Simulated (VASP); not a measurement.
Crystal: Y5Ti.

```
Y Ti
1.0
     0.00000    3.96752    3.96752
     3.96752    0.00000    3.96752
     3.96752    3.96752    0.00000
Y Ti
5 1
Cartesian
  1.9838 1.9838 1.9838
  2.9854 4.9497 2.9854
  2.9854 2.9854 4.9497
  4.9497 4.9497 4.9497
  4.9497 2.9854 2.9854
  0.0000 0.0000 0.0000
```

The cell was built from a structure type or drawn by symmetry, and may not be a known phase.

| Item | Value |
| --- | --- |
| Program | VASP 6.6.1 |
| Task | relaxation of cell and atoms |
| Functional | PBE |
| Potentials or basis | VASP PAW PBE potentials, release 64 (Y_sv, Ti_sv) |
| Cutoff | 500 eV |
| k mesh | 4 × 4 × 4 |
| Occupations | gaussian, width 0.1 eV |
| Spin | no spin polarisation |

At the start: pressure 28.2 GPa; volume 20.82 Å³/atom.

Question: How do energy, volume and symmetry change on relaxing?

Answer: Over 5 steps the energy falls by 691.8 meV/atom and the volume is 30.94 Å³/atom (+48.6 %); space group F-43m (No. 216, to 0.1 Å) before and after.

Step by step:
```tsv
step	energy change (eV)	largest force (eV/Å)	pressure (GPa)	volume (Å³)
1	0.0000	0.8926	28.25	124.91
2	-3.9483	0.1831	-3.13	203.70
3	-4.1492	0.0917	0.23	184.16
4	-4.1496	0.1005	-0.05	185.50
5	-4.1508	0.0385	-0.09	185.65
```

Final structure:
```
CELL_PARAMETERS angstrom
0.00000 4.52783 4.52783
4.52783 0.00000 4.52783
4.52783 4.52783 0.00000
ATOMIC_POSITIONS crystal
Y 0.25000 0.25000 0.25000
Y 0.62608 0.12177 0.62608
Y 0.62608 0.62608 0.12177
Y 0.62608 0.62608 0.62608
Y 0.12177 0.62608 0.62608
Ti 0.00000 0.00000 0.00000
```

Caveat: the volume moved by over 15 % at a fixed basis, so the end points are rough.
